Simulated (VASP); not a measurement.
# Cu (Fm-3m) in VASP: further runs

Runs on Cu. Level: r2SCAN+D4. Tasks: single point.

Program: VASP 6.6.1. These are calculated values, not measurements. Logs are shortened: lines on timing, memory, paths and dates and some standing lists are left out, and cuts for length are marked.

### Step 1. The cell of the first run

Symmetry: Fm-3m, No. 225, cubic system. Conventional cell: a = 3.541 Å, b = 3.541 Å, c = 3.541 Å, α = 90.00°, β = 90.00°, γ = 90.00°. Within 3.3 Å of Cu (site symmetry m-3m) lie 12 Cu at 2.50 Å.

### Step 2. Single point, r2SCAN+D4

The input, POSCAR:

```
Cu
1.0
    0.0000000000      1.7706018915      1.7706018915
    1.7706018915      0.0000000000      1.7706018915
    1.7706018915      1.7706018915      0.0000000000
Cu
1
Direct
    0.0000000000      0.0000000000      0.0000000000
```

The input, INCAR.step1:

```
SYSTEM = Cu
PREC = Accurate
ENCUT = 660
ISMEAR = -1
SIGMA = 0.05
LREAL = .FALSE.
LASPH = .TRUE.
NELM = 120
NBANDS = 12
GGA = PE
ALGO = Normal
EDIFF = 1E-5
LWAVE = .TRUE.
LCHARG = .FALSE.
GGA_COMPAT = .FALSE.
```

The input, INCAR.step2:

```
SYSTEM = Cu
PREC = Accurate
ENCUT = 660
EDIFF = 1E-6
ISMEAR = -1
SIGMA = 0.05
LREAL = .FALSE.
LASPH = .TRUE.
NELM = 120
ALGO = Normal
ISIF = 2
LWAVE = .FALSE.
LCHARG = .TRUE.
METAGGA = R2SCAN
LMIXTAU = .TRUE.
IVDW = 13
VDW_S6 = 1.0
VDW_S8 = 0.6018749
VDW_A1 = 0.51559235
VDW_A2 = 5.77342911
LELF = .TRUE.
LVHAR = .TRUE.
NBANDS = 12
ISTART = 1
GGA_COMPAT = .FALSE.
```

The input, KPOINTS:

```
Automatic mesh
0
G
  13 13 13
  0 0 0
```

Potentials or basis: VASP PAW PBE potentials, release 64 (Cu).

Run with:

```
$ cat potpaw_PBE.64/Cu/POTCAR > POTCAR
$ cp INCAR.step1 INCAR
$ mpirun -np 1 vasp_std > vasp.out
$ cp INCAR.step2 INCAR
$ mpirun -np 1 vasp_std > vasp.out
```

OUTCAR:

```text
SYSTEM = Cu
   PREC = Accurate
   ENCUT = 660
   EDIFF = 1E-6
   ISMEAR = -1
   LREAL = .FALSE.
   LASPH = .TRUE.
   NELM = 120
   ISIF = 2
   METAGGA = R2SCAN
   IVDW = 13
   ISTART = 1

 ion  position               nearest neighbor table
   1  0.000  0.000  0.000-

  LATTYP: Found a face centered cubic cell.
 ALAT       =     3.5412037830

  Lattice vectors:

 A1 = (   0.0000000000,   1.7706018915,   1.7706018915)
 A2 = (   1.7706018915,   0.0000000000,   1.7706018915)
 A3 = (   1.7706018915,   1.7706018915,   0.0000000000)

Analysis of symmetry for initial positions (statically):
=====================================================================
 Subroutine PRICEL returns:
 Original cell was already a primitive cell.

 Routine SETGRP: Setting up the symmetry group for a
 face centered cubic supercell.

 Subroutine GETGRP returns: Found 48 space group operations
 (whereof 48 operations were pure point group operations)
 out of a pool of 48 trial point group operations.

The static configuration has the point symmetry O_h .

Analysis of symmetry for dynamics (positions and initial velocities):
=====================================================================
 Subroutine PRICEL returns:
 Original cell was already a primitive cell.

 Routine SETGRP: Setting up the symmetry group for a
 face centered cubic supercell.

 Subroutine GETGRP returns: Found 48 space group operations
 (whereof 48 operations were pure point group operations)
 out of a pool of 48 trial point group operations.

The dynamic configuration has the point symmetry O_h .

 Subroutine INISYM returns: Found 48 space group operations
 (whereof 48 operations are pure point group operations),
 and found     1 'primitive' translations

----------------------------------------------------------------------------------------

                                     Primitive cell

  volume of cell :      11.1018

  direct lattice vectors                    reciprocal lattice vectors
     0.000000000  1.770601891  1.770601891    -0.282389849  0.282389849  0.282389849
     1.770601891  0.000000000  1.770601891     0.282389849 -0.282389849  0.282389849
     1.770601891  1.770601891  0.000000000     0.282389849  0.282389849 -0.282389849

  length of vectors
     2.504009209  2.504009209  2.504009209     0.489113565  0.489113565  0.489113565

  position of ions in fractional coordinates (direct lattice)
     0.000000000  0.000000000  0.000000000

  ion indices of the primitive-cell ions
   primitive index   ion index
                 1           1

----------------------------------------------------------------------------------------

 KPOINTS: Automatic mesh

Automatic generation of k-mesh.
 Grid dimensions read from file:
 generate k-points for:   13   13   13

 Generating k-lattice:

  Cartesian coordinates                     Fractional coordinates (reciprocal lattice)
    -0.021722296  0.021722296  0.021722296     0.076923077  0.000000000  0.000000000
     0.021722296 -0.021722296  0.021722296     0.000000000  0.076923077  0.000000000
     0.021722296  0.021722296 -0.021722296     0.000000000  0.000000000  0.076923077

  Length of vectors
     0.037624120  0.037624120  0.037624120

  Shift w.r.t. Gamma in fractional coordinates (k-lattice)
     0.000000000  0.000000000  0.000000000

 Subroutine IBZKPT returns following result:
 ===========================================

 Found     84 irreducible k-points:

 Following reciprocal coordinates:
            Coordinates               Weight
  0.000000  0.000000  0.000000      1.000000
  0.076923  0.000000  0.000000      8.000000
  0.153846  0.000000  0.000000      8.000000
  0.230769  0.000000  0.000000      8.000000
  0.307692  0.000000  0.000000      8.000000
  0.384615  0.000000  0.000000      8.000000
[... 16 lines left out ...]
  0.384615  0.153846  0.000000     24.000000
  0.461538  0.153846  0.000000     24.000000
 [... further k-points ...]
   k-points           NKPTS =     84   k-points in BZ     NKDIM =     84   number of bands    NBANDS=     12
   number of dos      NEDOS =    301   number of ions     NIONS =      1
   total plane-waves  NPLWV =  13824
   dimension x,y,z NGX =    24 NGY =   24 NGZ =   24
   dimension x,y,z NGXF=    48 NGYF=   48 NGZF=   48
   ions per type =               1
   NGX,Y,Z   is equivalent  to a cutoff of  15.93, 15.93, 15.93 a.u.
   NGXF,Y,Z  is equivalent  to a cutoff of  31.87, 31.87, 31.87 a.u.
 SYSTEM =  Cu
   PREC   = accura    normal or accurate (medium, high low for compatibility)
   ISTART =      1    job   : 0-new  1-cont  2-samecut
   ICHARG =      0    charge: 1-file 2-atom 10-const
   ISPIN  =      1    spin polarized calculation?
   LNONCOLLINEAR =      F non collinear calculations
   LSORBIT =      F    spin-orbit coupling
   LASPH  =      T    aspherical Exc in radial PAW
   ENCUT  =  660.0 eV  48.51 Ry    6.96 a.u.   5.25  5.25  5.25*2*pi/ulx,y,z
   NELM   =    120;   NELMIN=  2; NELMDL=  0     # of ELM steps
   EDIFF  = 0.1E-05   stopping-criterion for ELM
   LREAL  =      F    real-space projection
[... 7 lines left out ...]
   TEBEG  =    0.0;   TEEND  =   0.0 temperature during run
   PSTRESS=    0.0 pullay stress
   NELECT =      11.0000    total number of electrons
   NUPDOWN=      -1.0000    fix difference up-down
   EMIN   =  10.00;   EMAX   =-10.00  energy-range for DOS
   EFERMI =   0.00;   METHOD = LEGACY
   ISMEAR =    -1;   SIGMA  =   0.05  broadening in eV -4-tet -1-fermi 0-gaus
   EFERMI_NEDOS =   21; number of points for ismear=-14 and -15
   IALGO  =     38    algorithm
   IMIX   =      4    mixing-type and parameters
     AMIX     =   0.40;   BMIX     =  1.00
     AMIX_MAG =   1.60;   BMIX_MAG =  1.00
  volume/ion in A,a.u.               =      11.10        74.92
  Fermi-wavevector in a.u.,A,eV,Ry     =   1.632080  3.084184 36.241641  2.663685
  Thomas-Fermi vector in A             =   2.724110
   LORBIT       =      0    0 simple, 1 ext, 2 COOP (PROOUT), +10 PAW based schemes
   METAGGA = R2SCAN    functional components
   LHFCALC =     F    Hartree Fock is set to
   AEXX    =    0.0000 exact exchange contribution
   IVDW    =    13    specifies the selected vdW correction
   LEPSILON=     F    determine dielectric tensor
   LRPA    =     F    only Hartree local field effects (RPA)
 non-spin polarized calculation
  energy-cutoff  :      660.00
  volume of cell :       11.10
 maximum number of plane-waves:       444
 NGX is ok and might be reduce to    24
   NGX = 11   NGY = 11   NGZ = 11

 number of electron      11.0000004 magnetization

 Free energy of the ion-electron system (eV)
  ---------------------------------------------------
  ext. energy  EPLUGINS =         0.00000000
  ---------------------------------------------------
  free energy    TOTEN  =       -10.82244002 eV

  energy without entropy =      -10.81972794  energy(sigma->0) =      -10.82108398

 E-fermi :   8.3790     XC(G=0): -14.1671

 val. band max:        8.1868319840   @ k =   0.4615   0.2308   0.0000
 cond. band min:       8.4094740123   @ k =   0.4615   0.3077   0.0000
 fundamental gap:      0.2226420283
 Fermi energy:         8.3790173734

 k-point     1 :       0.0000    0.0000    0.0000
  band No.  band energies     occupation
      1      -1.9855      2.00000
      2       4.8401      2.00000
      3       4.8401      2.00000
      4       4.8401      2.00000
      5       5.7393      2.00000
      6       5.7393      2.00000
      7      32.0757      0.00000
      8      35.6108      0.00000
      9      35.6108      0.00000
     10      35.6108      0.00000
     11      38.0632      0.00000
     12      38.0632      0.00000

 k-point     2 :       0.0769    0.0000    0.0000
  band No.  band energies     occupation
      1      -1.7518      2.00000
      2       4.7880      2.00000
      3       4.8844      2.00000
      4       4.8844      2.00000
      5       5.7220      2.00000
      6       5.7220      2.00000
      7      30.8072      0.00000
      8      33.4848      0.00000
      9      34.9277      0.00000
     10      34.9277      0.00000
     11      39.0501      0.00000
     12      39.0501      0.00000

 k-point     3 :       0.1538    0.0000    0.0000
  band No.  band energies     occupation
      1      -1.0674      2.00000
      2       4.6605      2.00000
      3       4.9793      2.00000
      4       4.9793      2.00000
      5       5.7062      2.00000
      6       5.7062      2.00000
      7      26.8864      0.00000
      8      32.8085      0.00000
      9      33.9438      0.00000
     10      33.9438      0.00000
     11      40.0084      0.00000
     12      40.4797      0.00000

 k-point     4 :       0.2308    0.0000    0.0000
  band No.  band energies     occupation
      1       0.0008      2.00000
      2       4.5489      2.00000
      3       5.0159      2.00000
      4       5.0159      2.00000
      5       5.7917      2.00000
      6       5.7917      2.00000
      7      22.7171      0.00000
      8      32.2585      0.00000
      9      33.1744      0.00000
     10      33.1744      0.00000
     11      39.4117      0.00000
     12      39.4117      0.00000

 k-point     5 :       0.3077    0.0000    0.0000
  band No.  band energies     occupation
      1       1.2547      2.00000
      2       4.6598      2.00000
      3       4.9498      2.00000
      4       4.9498      2.00000
      5       6.0017      2.00000
      6       6.0017      2.00000
      7      18.8176      0.00000
      8      31.5677      0.00000
      9      32.6724      0.00000
     10      32.6724      0.00000
     11      37.5464      0.00000
     12      37.5464      0.00000
[... 228 lines left out ...]
      1       0.0160      2.00000
      2       4.3130      2.00000
      3       5.1386      2.00000
      4       5.2614      2.00000
      5       5.5022      2.00000
      6       5.9502      2.00000
      7      26.0757      0.00000
      8      28.9502      0.00000
      9      30.0355      0.00000
     10      32.0867      0.00000
     11      35.6176      0.00000
     12      42.9255      0.00000

 k-point    22 :       0.3077    0.1538    0.0000
  band No.  band energies     occupation
      1       1.1064      2.00000
      2       4.1912      2.00000
      3       4.9400      2.00000
      4       5.2861      2.00000
      5       5.9225      2.00000
      6       6.1109      2.00000
      7      21.9980      0.00000
      8      28.1437      0.00000
      9      29.1225      0.00000
     10      31.3043      0.00000
     11      37.2012      0.00000
     12      42.1179      0.00000

 k-point    23 :       0.3846    0.1538    0.0000
  band No.  band energies     occupation
      1       2.2174      2.00000
      2       4.2311      2.00000
      3       4.7690      2.00000
      4       5.2203      2.00000
      5       6.2968      2.00000
      6       6.6305      2.00000
      7      18.2103      0.00000
      8      27.7783      0.00000
      9      27.8227      0.00000
     10      30.5171      0.00000
     11      40.1731      0.00000
     12      41.3959      0.00000

 k-point    24 :       0.4615    0.1538    0.0000
  band No.  band energies     occupation
      1       2.8575      2.00000
      2       4.4009      2.00000
      3       4.8376      2.00000
      4       5.1335      2.00000
      5       6.4022      2.00000
      6       7.8154      1.99997
      7      14.9026      0.00000
      8      26.3792      0.00000
      9      28.0264      0.00000
     10      30.2484      0.00000
     11      40.7072      0.00000
     12      40.7142      0.00000

 [... further k-points ...]

------------------------ aborting loop because EDIFF is reached ----------------------------------------

  DFT-D4 for vdW energy calculation

  Edisp (eV):   -0.20369

  FORCE on cell =-STRESS in cart. coord.  units (eV):
  Direction    XX          YY          ZZ          XY          YZ          ZX
  --------------------------------------------------------------------------------------
  -------------------------------------------------------------------------------------
  Total       0.22476     0.22476     0.22476     0.00000    -0.00000     0.00000
  in kB      32.43691    32.43691    32.43691     0.00000    -0.00000     0.00000
  external pressure =       32.44 kB  Pullay stress =        0.00 kB

 VOLUME and BASIS-vectors are now :
 -----------------------------------------------------------------------------
  energy-cutoff  :      660.00
  volume of cell :       11.10
      direct lattice vectors                 reciprocal lattice vectors
     0.000000000  1.770601891  1.770601891    -0.282389849  0.282389849  0.282389849
     1.770601891  0.000000000  1.770601891     0.282389849 -0.282389849  0.282389849
     1.770601891  1.770601891  0.000000000     0.282389849  0.282389849 -0.282389849

 POSITION                                       TOTAL-FORCE (eV/Angst)
 -----------------------------------------------------------------------------------
      0.00000      0.00000      0.00000         0.000000      0.000000      0.000000
 -----------------------------------------------------------------------------------
    total drift:                               -0.000000      0.000000     -0.000000

  FREE ENERGIE OF THE ION-ELECTRON SYSTEM (eV)
  ---------------------------------------------------
  free  energy   TOTEN  =       -11.0261315612 eV

  energy  without entropy=      -11.0234194819  energy(sigma->0) =      -11.02477552
```

It took 26 s on 1 thread of Intel Xeon 6975P-C (Granite Rapids), shared host; peak memory 0.15 GiB.

What came out:

```
Free energy                : -11.0261 eV
Pressure                   : 3.2 GPa
Band gap on the k mesh     : zero (an odd number of electrons rules out a gap without spin polarisation)
Dispersion energy per atom : -0.204 eV
```

Levels at points of the mesh, in eV from the Fermi level:
| k point | band 4 | band 5 | band 6 | band 7 | band 8 | band 9 |
| --- | --- | --- | --- | --- | --- | --- |
| (0.00, 0.00, 0.00) | -3.54 | -2.64 | -2.64 | 23.70 | 27.23 | 27.23 |

Caveat: the cell stands under pressure; the PAW data sets were made with another functional, which shifts forces and pressure a little.

### Step 3. Single point, r2SCAN+D4

This run uses another cell than the first one, of 11.34 Å³/atom.

The input, POSCAR:

```
Cu
1.0
    0.0000000000      1.7830713297      1.7830713297
    1.7830713297      0.0000000000      1.7830713297
    1.7830713297      1.7830713297      0.0000000000
Cu
1
Direct
    0.0000000000      0.0000000000      0.0000000000
```

The input, INCAR.step1:

```
SYSTEM = Cu
PREC = Accurate ; ENCUT = 660
ISMEAR = -1 ; SIGMA = 0.05
LREAL = .FALSE. ; LASPH = .TRUE.
NELM = 120 ; NBANDS = 12
GGA = PE ; ALGO = Normal
EDIFF = 1E-5 ; LWAVE = .TRUE.
LCHARG = .FALSE. ; GGA_COMPAT = .FALSE.
```

The input, INCAR.step2:

```
SYSTEM = Cu
PREC = Accurate ; ENCUT = 660
EDIFF = 1E-6 ; ISMEAR = -1
SIGMA = 0.05 ; LREAL = .FALSE.
LASPH = .TRUE. ; NELM = 120
ALGO = Normal ; ISIF = 2
LWAVE = .FALSE. ; LCHARG = .FALSE.
METAGGA = R2SCAN ; LMIXTAU = .TRUE.
IVDW = 13 ; VDW_S6 = 1.0
VDW_S8 = 0.6018749 ; VDW_A1 = 0.51559235
VDW_A2 = 5.77342911 ; NBANDS = 12
ISTART = 1 ; GGA_COMPAT = .FALSE.
```

KPOINTS is that of step 2.

Potentials or basis: VASP PAW PBE potentials, release 64 (Cu).

Run with:

```
$ cat potpaw_PBE.64/Cu/POTCAR > POTCAR
$ cp INCAR.step1 INCAR
$ mpirun -np 1 vasp_std > vasp.out
$ cp INCAR.step2 INCAR
$ mpirun -np 1 vasp_std > vasp.out
```

OUTCAR:

```text
SYSTEM = Cu
   PREC = Accurate
   ENCUT = 660
   EDIFF = 1E-6
   ISMEAR = -1
   LREAL = .FALSE.
   LASPH = .TRUE.
   NELM = 120
   ISIF = 2
   METAGGA = R2SCAN
   IVDW = 13
   ISTART = 1

 ion  position               nearest neighbor table
   1  0.000  0.000  0.000-

  LATTYP: Found a face centered cubic cell.
 ALAT       =     3.5661426594

  Lattice vectors:

 A1 = (   0.0000000000,   1.7830713297,   1.7830713297)
 A2 = (   1.7830713297,   0.0000000000,   1.7830713297)
 A3 = (   1.7830713297,   1.7830713297,   0.0000000000)
[... 539 lines left out ...]

 [... further k-points ...]

------------------------ aborting loop because EDIFF is reached ----------------------------------------

  DFT-D4 for vdW energy calculation

  Edisp (eV):   -0.20019

  FORCE on cell =-STRESS in cart. coord.  units (eV):
  Direction    XX          YY          ZZ          XY          YZ          ZX
  --------------------------------------------------------------------------------------
  -------------------------------------------------------------------------------------
  Total      -0.03553    -0.03553    -0.03553    -0.00000    -0.00000     0.00000
  in kB      -5.02041    -5.02041    -5.02041    -0.00000    -0.00000     0.00000
  external pressure =       -5.02 kB  Pullay stress =        0.00 kB

 VOLUME and BASIS-vectors are now :
 -----------------------------------------------------------------------------
  energy-cutoff  :      660.00
  volume of cell :       11.34
      direct lattice vectors                 reciprocal lattice vectors
     0.000000000  1.783071330  1.783071330    -0.280415030  0.280415030  0.280415030
     1.783071330  0.000000000  1.783071330     0.280415030 -0.280415030  0.280415030
     1.783071330  1.783071330  0.000000000     0.280415030  0.280415030 -0.280415030

 POSITION                                       TOTAL-FORCE (eV/Angst)
 -----------------------------------------------------------------------------------
      0.00000      0.00000      0.00000         0.000000      0.000000     -0.000000
 -----------------------------------------------------------------------------------
    total drift:                               -0.000000      0.000000     -0.000000

  FREE ENERGIE OF THE ION-ELECTRON SYSTEM (eV)
  ---------------------------------------------------
  free  energy   TOTEN  =       -11.0285177850 eV

  energy  without entropy=      -11.0258064453  energy(sigma->0) =      -11.02716212
```

Run time: 26 s. Hardware: 1 thread of Intel Xeon 6975P-C (Granite Rapids), shared host; peak memory 0.15 GiB.

What came out:

```yaml
Free_energy: -11.0285 eV
Pressure: -0.5 GPa
Band_gap_on_the_k_mesh: zero (an odd number of electrons rules out a gap without spin polarisation)
Dispersion_energy_per_atom: -0.200 eV
```

Caveat: the PAW data sets were made with another functional, which shifts forces and pressure a little.

The gap in the log of VASP goes by the Fermi energy; the results here count the filled bands.